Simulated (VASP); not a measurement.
# In3Sb (Pm-3m) in VASP: notebook

The runs below take In3Sb through single point, with LDA.

All numbers are computed with VASP 6.6.1; they aren't measurements. Logs are shortened: lines on timing, memory, paths and dates and some standing lists are left out, and cuts for length are marked.

**1. The cell of the first run**

The structure is cubic, space group Pm-3m (No. 221). The conventional cell has a = 4.059 Å, b = 4.059 Å, c = 4.059 Å, α = 90.00°, β = 90.00°, γ = 90.00°. Sb (site symmetry m-3m) has 12 In at 2.87 Å within 3.8 Å. Within 3.8 Å of In (site symmetry 4/mmm) lie 4 Sb at 2.87 Å and 8 In at 2.87 Å.

**2. Single point, LDA**

INCAR reads:

```
SYSTEM = In3Sb
ALGO = Normal
EDIFF = 1E-7
ENCUT = 520
GGA = CA
ISIF = 2
ISMEAR = 0
LASPH = .True.
LCHARG = .False.
LREAL = .False.
LWAVE = .False.
NBANDS = 30
NELM = 80
PREC = Accurate
SIGMA = 0.02
```

KPOINTS reads:

```
k-points
0
Gamma
  4 4 4
  0 0 0
```

POSCAR reads:

```
In3Sb
1.0
    4.0590371293      0.0000000000      0.0000000000
    0.0000000000      4.0590371293      0.0000000000
    0.0000000000      0.0000000000      4.0590371293
Sb In
1 3
Direct
    0.0000000000      0.0000000000      0.0000000000
    0.0000000000      0.5000000000      0.5000000000
    0.5000000000      0.0000000000      0.5000000000
    0.5000000000      0.5000000000      0.0000000000
```

Potentials or basis: VASP PAW LDA potentials, release 64 (Sb, In_d).

On the command line:

```sh
$ cat potpaw_LDA.64/Sb/POTCAR potpaw_LDA.64/In_d/POTCAR > POTCAR
$ mpirun -np 1 vasp_std > vasp.out
```

OUTCAR:

```text
SYSTEM = In3Sb
   EDIFF = 1E-7
   ENCUT = 520
   GGA = CA
   ISIF = 2
   ISMEAR = 0
   LASPH = .True.
   LREAL = .False.
   NELM = 80
   PREC = Accurate

 ion  position               nearest neighbor table
   1  0.000  0.000  0.000-   2 2.87   3 2.87   4 2.87   2 2.87   3 2.87   2 2.87   4 2.87   2 2.87
                             3 2.87   4 2.87   3 2.87   4 2.87
   2  0.000  0.500  0.500-   1 2.87   3 2.87   4 2.87   1 2.87   4 2.87   1 2.87   3 2.87   1 2.87
                             3 2.87   4 2.87   4 2.87   3 2.87
   3  0.500  0.000  0.500-   1 2.87   2 2.87   4 2.87   1 2.87   4 2.87   2 2.87   4 2.87   4 2.87
                             1 2.87   2 2.87   1 2.87   2 2.87
   4  0.500  0.500  0.000-   1 2.87   2 2.87   3 2.87   2 2.87   3 2.87   1 2.87   3 2.87   3 2.87
                             1 2.87   2 2.87   2 2.87   1 2.87

  LATTYP: Found a simple cubic cell.
 ALAT       =     4.0590371293

  Lattice vectors:

 A1 = (   4.0590371293,   0.0000000000,   0.0000000000)
 A2 = (   0.0000000000,   4.0590371293,   0.0000000000)
 A3 = (   0.0000000000,   0.0000000000,   4.0590371293)

Analysis of symmetry for initial positions (statically):
=====================================================================
 Subroutine PRICEL returns:
 Original cell was already a primitive cell.

 Routine SETGRP: Setting up the symmetry group for a
 simple cubic supercell.

 Subroutine GETGRP returns: Found 48 space group operations
 (whereof 48 operations were pure point group operations)
 out of a pool of 48 trial point group operations.

The static configuration has the point symmetry O_h .

Analysis of symmetry for dynamics (positions and initial velocities):
=====================================================================
 Subroutine PRICEL returns:
 Original cell was already a primitive cell.

 Routine SETGRP: Setting up the symmetry group for a
 simple cubic supercell.

 Subroutine GETGRP returns: Found 48 space group operations
 (whereof 48 operations were pure point group operations)
 out of a pool of 48 trial point group operations.

The dynamic configuration has the point symmetry O_h .

 Subroutine INISYM returns: Found 48 space group operations
 (whereof 48 operations are pure point group operations),
 and found     1 'primitive' translations

----------------------------------------------------------------------------------------

                                     Primitive cell

  volume of cell :      66.8758

  direct lattice vectors                    reciprocal lattice vectors
     4.059037129  0.000000000  0.000000000     0.246363846  0.000000000  0.000000000
     0.000000000  4.059037129  0.000000000     0.000000000  0.246363846  0.000000000
     0.000000000  0.000000000  4.059037129     0.000000000  0.000000000  0.246363846

  length of vectors
     4.059037129  4.059037129  4.059037129     0.246363846  0.246363846  0.246363846

  position of ions in fractional coordinates (direct lattice)
     0.000000000  0.000000000  0.000000000
     0.000000000  0.500000000  0.500000000
     0.500000000  0.000000000  0.500000000
     0.500000000  0.500000000  0.000000000

  ion indices of the primitive-cell ions
   primitive index   ion index
                 1           1
                 2           2
                 3           3
                 4           4

----------------------------------------------------------------------------------------

 KPOINTS: k-points

Automatic generation of k-mesh.
 Grid dimensions read from file:
 generate k-points for:    4    4    4

 Generating k-lattice:

  Cartesian coordinates                     Fractional coordinates (reciprocal lattice)
     0.061590962  0.000000000  0.000000000     0.250000000  0.000000000  0.000000000
     0.000000000  0.061590962  0.000000000     0.000000000  0.250000000  0.000000000
     0.000000000  0.000000000  0.061590962     0.000000000  0.000000000  0.250000000

  Length of vectors
     0.061590962  0.061590962  0.061590962

  Shift w.r.t. Gamma in fractional coordinates (k-lattice)
     0.000000000  0.000000000  0.000000000

 Subroutine IBZKPT returns following result:
 ===========================================

 Found     10 irreducible k-points:

 Following reciprocal coordinates:
            Coordinates               Weight
  0.000000  0.000000  0.000000      1.000000
  0.250000  0.000000  0.000000      6.000000
  0.500000  0.000000  0.000000      3.000000
  0.250000  0.250000  0.000000     12.000000
  0.500000  0.250000  0.000000     12.000000
  0.500000  0.500000  0.000000      3.000000
  0.250000  0.250000  0.250000      8.000000
  0.500000  0.250000  0.250000     12.000000
  0.500000  0.500000  0.250000      6.000000
  0.500000  0.500000  0.500000      1.000000
   k-points           NKPTS =     10   k-points in BZ     NKDIM =     10   number of bands    NBANDS=     30
   number of dos      NEDOS =    301   number of ions     NIONS =      4
   total plane-waves  NPLWV =  27000
   dimension x,y,z NGX =    30 NGY =   30 NGZ =   30
   dimension x,y,z NGXF=    60 NGYF=   60 NGZF=   60
   ions per type =               1   3
   NGX,Y,Z   is equivalent  to a cutoff of  12.29, 12.29, 12.29 a.u.
   NGXF,Y,Z  is equivalent  to a cutoff of  24.57, 24.57, 24.57 a.u.
 SYSTEM =  In3Sb
   PREC   = accura    normal or accurate (medium, high low for compatibility)
   ISTART =      0    job   : 0-new  1-cont  2-samecut
   ICHARG =      2    charge: 1-file 2-atom 10-const
   ISPIN  =      1    spin polarized calculation?
   LNONCOLLINEAR =      F non collinear calculations
   LSORBIT =      F    spin-orbit coupling
   LASPH  =      T    aspherical Exc in radial PAW
   ENCUT  =  520.0 eV  38.22 Ry    6.18 a.u.   7.55  7.55  7.55*2*pi/ulx,y,z
   NELM   =     80;   NELMIN=  2; NELMDL= -5     # of ELM steps
   EDIFF  = 0.1E-06   stopping-criterion for ELM
   LREAL  =      F    real-space projection
   EDIFFG = 0.1E-05   stopping-criterion for IOM
   NSW    =      0    number of steps for IOM
   IBRION =     -1    ionic relax: 0-MD 1-quasi-New 2-CG
   NFREE  =      0    steps in history (QN), initial steepest desc. (CG)
   ISIF   =      2    stress and relaxation
   ISYM   =      2    0-nonsym 1-usesym 2-fastsym
   POTIM  = 0.5000    time-step for ionic-motion
   TEBEG  =    0.0;   TEEND  =   0.0 temperature during run
   PSTRESS=    0.0 pullay stress
   NELECT =      44.0000    total number of electrons
   NUPDOWN=      -1.0000    fix difference up-down
   EMIN   =  10.00;   EMAX   =-10.00  energy-range for DOS
   EFERMI =   0.00;   METHOD = LEGACY
   ISMEAR =     0;   SIGMA  =   0.02  broadening in eV -4-tet -1-fermi 0-gaus
   EFERMI_NEDOS =   21; number of points for ismear=-14 and -15
   IALGO  =     38    algorithm
   IMIX   =      4    mixing-type and parameters
     AMIX     =   0.40;   BMIX     =  1.00
     AMIX_MAG =   1.60;   BMIX_MAG =  1.00
  volume/ion in A,a.u.               =      16.72       112.83
  Fermi-wavevector in a.u.,A,eV,Ry     =   1.423867  2.690718 27.584407  2.027397
  Thomas-Fermi vector in A             =   2.544419
   LORBIT       =      0    0 simple, 1 ext, 2 COOP (PROOUT), +10 PAW based schemes
   GGA     = CA    functional components
   LHFCALC =     F    Hartree Fock is set to
   AEXX    =    0.0000 exact exchange contribution
   IVDW    =     0    specifies the selected vdW correction
   LEPSILON=     F    determine dielectric tensor
   LRPA    =     F    only Hartree local field effects (RPA)
 non-spin polarized calculation
 Gauss-broadening in eV      SIGMA  =   0.02
  energy-cutoff  :      520.00
  volume of cell :       66.88
 maximum number of plane-waves:      1856
   NGX = 15   NGY = 15   NGZ = 15

 number of electron      43.9999970 magnetization

 Free energy of the ion-electron system (eV)
  ---------------------------------------------------
  ext. energy  EPLUGINS =         0.00000000
  ---------------------------------------------------
  free energy    TOTEN  =       -10.14046242 eV

  energy without entropy =      -10.13804639  energy(sigma->0) =      -10.13925440

 E-fermi :  14.6866     XC(G=0): -12.7771

 val. band max:       14.6721864888   @ k =   0.5000   0.0000   0.0000
 cond. band min:      14.6882361519   @ k =   0.5000   0.2500   0.0000
 fundamental gap:      0.0160496631
 Fermi energy:        14.6866382753

 k-point     1 :       0.0000    0.0000    0.0000
  band No.  band energies     occupation
      1      -1.9911      2.00000
      2      -1.7354      2.00000
      3      -1.7354      2.00000
      4      -1.7354      2.00000
      5      -1.3826      2.00000
      6      -1.3826      2.00000
[... 22 lines left out ...]
     29      22.5736      0.00000
     30      22.5736      0.00000

 k-point     2 :       0.2500    0.0000    0.0000
  band No.  band energies     occupation
      1      -1.7871      2.00000
      2      -1.6930      2.00000
      3      -1.5689      2.00000
      4      -1.5689      2.00000
      5      -1.3570      2.00000
      6      -1.2293      2.00000
[... 22 lines left out ...]
     29      22.6588      0.00000
     30      23.7563      0.00000

 k-point     3 :       0.5000    0.0000    0.0000
  band No.  band energies     occupation
      1      -1.6452      2.00000
      2      -1.5055      2.00000
      3      -1.2509      2.00000
      4      -1.2509      2.00000
      5      -1.2459      2.00000
      6      -1.0503      2.00000
[... 22 lines left out ...]
     29      22.0085      0.00000
     30      22.5698      0.00000

 k-point     4 :       0.2500    0.2500    0.0000
  band No.  band energies     occupation
      1      -1.6405      2.00000
      2      -1.5991      2.00000
      3      -1.4664      2.00000
      4      -1.4491      2.00000
      5      -1.2647      2.00000
      6      -1.1637      2.00000
[... 22 lines left out ...]
     29      21.5764      0.00000
     30      21.6654      0.00000

 k-point     5 :       0.5000    0.2500    0.0000
  band No.  band energies     occupation
      1      -1.4968      2.00000
      2      -1.3907      2.00000
      3      -1.3480      2.00000
      4      -1.2897      2.00000
      5      -1.1525      2.00000
      6      -1.1156      2.00000
[... 22 lines left out ...]
     29      19.2950      0.00000
     30      23.0276      0.00000

 k-point     6 :       0.5000    0.5000    0.0000
  band No.  band energies     occupation
      1      -1.3635      2.00000
      2      -1.3635      2.00000
      3      -1.3333      2.00000
      4      -1.2916      2.00000
      5      -1.2592      2.00000
      6      -0.9699      2.00000
[... 22 lines left out ...]
     29      23.2921      0.00000
     30      23.5406      0.00000

 k-point     7 :       0.2500    0.2500    0.2500
  band No.  band energies     occupation
      1      -1.6901      2.00000
      2      -1.4323      2.00000
      3      -1.4323      2.00000
      4      -1.3832      2.00000
      5      -1.3649      2.00000
      6      -1.1079      2.00000
[... 22 lines left out ...]
     29      21.3991      0.00000
     30      23.4532      0.00000

 k-point     8 :       0.5000    0.2500    0.2500
  band No.  band energies     occupation
      1      -1.6742      2.00000
      2      -1.5186      2.00000
      3      -1.3064      2.00000
      4      -1.2686      2.00000
      5      -1.2237      2.00000
      6      -1.2139      2.00000
[... 22 lines left out ...]
     29      23.3751      0.00000
     30      23.4065      0.00000

 k-point     9 :       0.5000    0.5000    0.2500
  band No.  band energies     occupation
      1      -1.8439      2.00000
      2      -1.4143      2.00000
      3      -1.4143      2.00000
      4      -1.4107      2.00000
      5      -1.2026      2.00000
      6      -1.2026      2.00000
[... 22 lines left out ...]
     29      23.4576      0.00000
     30      24.1241      0.00000

 k-point    10 :       0.5000    0.5000    0.5000
  band No.  band energies     occupation
      1      -2.0658      2.00000
      2      -1.5141      2.00000
      3      -1.5141      2.00000
      4      -1.5141      2.00000
      5      -1.2404      2.00000
      6      -1.2404      2.00000
[... 22 lines left out ...]
     29      25.1375      0.00000
     30      25.2809      0.00000

------------------------ aborting loop because EDIFF is reached ----------------------------------------

  FORCE on cell =-STRESS in cart. coord.  units (eV):
  Direction    XX          YY          ZZ          XY          YZ          ZX
  --------------------------------------------------------------------------------------
  -------------------------------------------------------------------------------------
  Total       25.3454879     25.3454879     25.3454879      0.0000000     -0.0000000      0.0000000
  in kB      607.2145461    607.2145461    607.2145461      0.0000000     -0.0000000      0.0000000
  external PRESSURE =     607.2145461 kB  Pullay stress =       0.0000000 kB

 VOLUME and BASIS-vectors are now :
 -----------------------------------------------------------------------------
  energy-cutoff  :      520.00
  volume of cell :       66.88
      direct lattice vectors                 reciprocal lattice vectors
     4.059037129  0.000000000  0.000000000     0.246363846  0.000000000  0.000000000
     0.000000000  4.059037129  0.000000000     0.000000000  0.246363846  0.000000000
     0.000000000  0.000000000  4.059037129     0.000000000  0.000000000  0.246363846

 POSITION                                       TOTAL-FORCE (eV/Angst)
 -----------------------------------------------------------------------------------
      0.00000      0.00000      0.00000         0.000000      0.000000      0.000000
      0.00000      2.02952      2.02952         0.000000      0.000000      0.000000
      2.02952      0.00000      2.02952         0.000000      0.000000      0.000000
      2.02952      2.02952      0.00000         0.000000      0.000000      0.000000
 -----------------------------------------------------------------------------------
    total drift:                                0.000000      0.000000     -0.000000

  FREE ENERGIE OF THE ION-ELECTRON SYSTEM (eV)
  ---------------------------------------------------
  free  energy   TOTEN  =       -10.1404624228 eV

  energy  without entropy=      -10.1380463859  energy(sigma->0) =      -10.13925440
```

Wall time 9.5 s (1 thread of Intel Xeon Platinum 8481C at 2.70GHz (Sapphire Rapids), shared host); peak memory 0.16 GiB.

Results:

* Free energy: -10.1405 eV
* Pressure: 60.7 GPa
* Band gap on the k mesh: zero (band 22 reaches 15.94 eV, above the bottom of band 23 at 9.31 eV)

Levels at points of the mesh, in eV from the Fermi level:
| k point | band 19 | band 20 | band 21 | band 22 | band 23 | band 24 | band 25 | band 26 |
| --- | --- | --- | --- | --- | --- | --- | --- | --- |
| (0.00, 0.00, 0.00) | -5.62 | -4.82 | -2.11 | -2.11 | 2.61 | 2.61 | 2.61 | 4.23 |
| (0.50, 0.00, 0.00) | -3.01 | -3.01 | -1.55 | -1.55 | -0.70 | -0.25 | -0.01 | 6.20 |
| (0.50, 0.50, 0.00) | -8.73 | -1.07 | -0.27 | 1.07 | 1.07 | 1.18 | 1.18 | 1.91 |
| (0.50, 0.50, 0.50) | -7.50 | -6.25 | -5.38 | -5.38 | -5.38 | 8.25 | 8.25 | 8.25 |

Caveat: the k points lie up to 0.39 Å⁻¹ apart; spin-orbit coupling is left out, which moves the levels of the heavy elements.

**3. Single point, LDA**

This run uses another cell than the first one, of 18.05 Å³/atom, 1.080 times its volume.

INCAR reads:

```
  ALGO = Normal
  EDIFF = 1E-6
  ENCUT = 520
  GGA = CA
  ISIF = 2
  ISMEAR = 0
  LASPH = T
  LCHARG = T
  LELF = T
  LREAL = F
  LVHAR = T
  LWAVE = F
  NBANDS = 30
  NELM = 100
  PREC = Accurate
  SIGMA = 0.02
```

KPOINTS reads:

```
k-points
0
Gamma
  4 4 4
```

POSCAR reads:

```
In3Sb
1.0
    4.1643740535      0.0000000000      0.0000000000
    0.0000000000      4.1643740535      0.0000000000
    0.0000000000      0.0000000000      4.1643740535
Sb In
1 3
Direct
    0.0000000000      0.0000000000      0.0000000000
    0.0000000000      0.5000000000      0.5000000000
    0.5000000000      0.0000000000      0.5000000000
    0.5000000000      0.5000000000      0.0000000000
```

Potentials or basis: VASP PAW LDA potentials, release 64 (Sb, In_d).

On the command line:

```sh
$ cat potpaw_LDA.64/Sb/POTCAR potpaw_LDA.64/In_d/POTCAR > POTCAR
$ mpirun -np 1 vasp_std > vasp.out
```

It took 7.4 s on 1 thread of Intel Xeon Platinum 8481C at 2.70GHz (Sapphire Rapids), shared host; peak memory 0.15 GiB.

The run converged. Its results:

| Quantity | Value |
| --- | --- |
| Free energy | -11.8217 eV |
| Pressure | 40.6 GPa |
| Band gap on the k mesh | zero (band 22 reaches 14.29 eV, above the bottom of band 23 at 8.00 eV) |

Levels at points of the mesh, in eV from the Fermi level:
```csv
k point,band 20,band 21,band 22,band 23,band 24,band 25
"(0.00, 0.00, 0.00)",-4.91,-2.08,-2.08,2.65,2.65,2.65
"(0.50, 0.00, 0.00)",-2.73,-1.25,-1.25,-0.81,-0.11,0.22
"(0.50, 0.50, 0.00)",-0.98,-0.21,1.09,1.09,1.21,1.21
"(0.50, 0.50, 0.50)",-5.57,-5.16,-5.16,-5.16,7.81,7.81
```

Caveat: the k points lie up to 0.38 Å⁻¹ apart; spin-orbit coupling is left out, which moves the levels of the heavy elements.
